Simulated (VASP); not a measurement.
Input of a VASP 6.6.1 run:

INCAR

```
PREC = Accurate ; ENCUT = 520
EDIFF = 1E-6 ; ISMEAR = -1
SIGMA = 0.03 ; LREAL = False
LASPH = True ; NELM = 80
ALGO = Normal ; ISIF = 2
LWAVE = False ; LCHARG = False
GGA = PE ; NBANDS = 21
```

File KPOINTS:

```
Automatic mesh
0
Gamma
  9 9 9
```

Contents of POSCAR:

```
Sn
1.0
    0.0000000000      3.1806880000      3.2456000000
    3.1806880000      0.0000000000      3.2456000000
    3.1806880000      3.1806880000      0.0000000000
Sn
2
Direct
    0.5000000000      0.5000000000      0.5000000000
    0.7500000000      0.7500000000      0.7500000000
```

Potentials or basis: VASP PAW PBE potentials, release 64 (Sn_d).

The run is started by

```console
$ cat potpaw_PBE.64/Sn_d/POTCAR > POTCAR
$ mpirun -np 1 vasp_std > vasp.out
```

Problem. Estimate the band gap on the k mesh.

Solution. Zero (bands 14 and 15 overlap by 0.05 eV).

Problem. Predict the pressure.

Solution. 5.4 GPa.

Stress tensor (GPa, compression positive):
```
5.58 0.00 0.00
0.00 5.58 0.00
0.00 0.00 4.96
```

Caveat: the cell differs from its parent crystal (equal xx and yy strain of -2 %); the cell stands under pressure; spin-orbit coupling is left out, which moves the levels of the heavy elements.
